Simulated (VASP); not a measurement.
Input of a VASP 6.6.1 run:

Contents of INCAR:

```
  PREC = Accurate
  ENCUT = 520
  EDIFF = 1E-6
  ISMEAR = -1
  SIGMA = 0.08
  LREAL = F
  LASPH = T
  NELM = 100
  ALGO = Normal
  ISIF = 2
  LWAVE = F
  LCHARG = F
  GGA = PE
  NBANDS = 10
```

File KPOINTS:

```
Automatic mesh
0
Gamma
  14 14 13
```

File POSCAR:

```
Na
1.0
    3.0536088419      0.0000000000      0.0000000000
   -1.5268044210      2.6445028303      0.0000000000
    0.0000000000      0.0000000000      2.8275648561
Na
1
Direct
    0.0000000000      0.0000000000      0.0000000000
```

Potentials or basis: VASP PAW PBE potentials, release 64 (Na_pv).

Run with:

```bash
$ cat potpaw_PBE.64/Na_pv/POTCAR > POTCAR
$ mpirun -np 1 vasp_std > vasp.out
```

Q: What does it give for the band gap on the k mesh?

A: Zero (an odd number of electrons rules out a gap without spin polarisation).

Q: Predict the pressure.

A: 9.3 GPa.

Caveat: the cell stands under pressure.
